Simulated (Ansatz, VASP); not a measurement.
H: VASP beside Ansatz

```xyz
4
Lattice="3.8401 0.0000 0.0000 -1.9201 3.3257 0.0000 0.0000 0.0000 5.0467" Properties=species:S:1:pos:R:3 pbc="T T T"
H     0.0000    2.2171    0.8907
H     1.9201    1.1086    3.4140
H     1.9201    1.1086    4.1559
H     0.0000    2.2171    1.6326
```

Alike in both runs: task relaxation of cell and atoms; functional r2SCAN; k mesh 9 × 9 × 6; occupations gaussian, width 0.02 eV; no spin polarisation.

|  | VASP | Ansatz |
| --- | --- | --- |
| version | VASP 6.6.1 | Ansatz 0.2.0 |
| potentials or method | VASP PAW PBE potentials, release 64 (H), cutoff 600 eV | scalar-relativistic, plane waves, PAW |
| valence electrons in the cell | 4 | 4 |

|  | VASP | Ansatz | Ansatz less VASP |
| --- | --- | --- | --- |
| gap on the k mesh at the Fermi level, each at its own relaxed structure (eV) | 10.10 | 10.21 | +0.108 |
| relaxed volume (Å³/atom) | 16.40 | 17.68 | +1.273 |
| relaxed cell length with the largest relative difference (Å) | 3.778 | 3.877 | +0.0986 |

VASP's potentials were made for PBE, not for r2SCAN. One of these differences is far larger than is usual between the two programs; its cause wasn't traced.
